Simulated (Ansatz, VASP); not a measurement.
**One calculation of Ge5S, two programs**

```
Ge S
1.0
     7.85111    0.00000    0.00000
     0.00000    7.85111    0.00000
     0.00000    0.00000    2.52512
Ge S
5 1
Direct
  0.83776 0.50000 0.00000
  0.16224 0.50000 0.00000
  0.50000 0.83776 0.00000
  0.50000 0.16224 0.00000
  0.50000 0.50000 0.00000
  0.00000 0.00000 0.50000
```

Alike in both runs: functional PBE; k mesh 6 × 6 × 14; occupations gaussian, width 0.1 eV; no spin polarisation.

Ansatz relaxed the structure, and its values are those at the end. VASP's run is a single point on that final structure, the one shown.

```csv
,VASP,Ansatz
version,VASP 6.6.1,Ansatz 0.2.0
potentials or method,"VASP PAW PBE potentials, release 64 (Ge_d, S), cutoff 520 eV","scalar-relativistic, plane waves, PAW"
valence electrons in the cell,76,76
```

Ansatz gave:

```
gap on the k mesh at the Fermi level (eV) : none
pressure (GPa)                            : 0.0
```

Task: Which values does VASP return?

Result: gap on the k mesh at the Fermi level (eV): none; pressure (GPa): -0.1.

A gap of «none» marks a metal or a gap that the smearing closes.
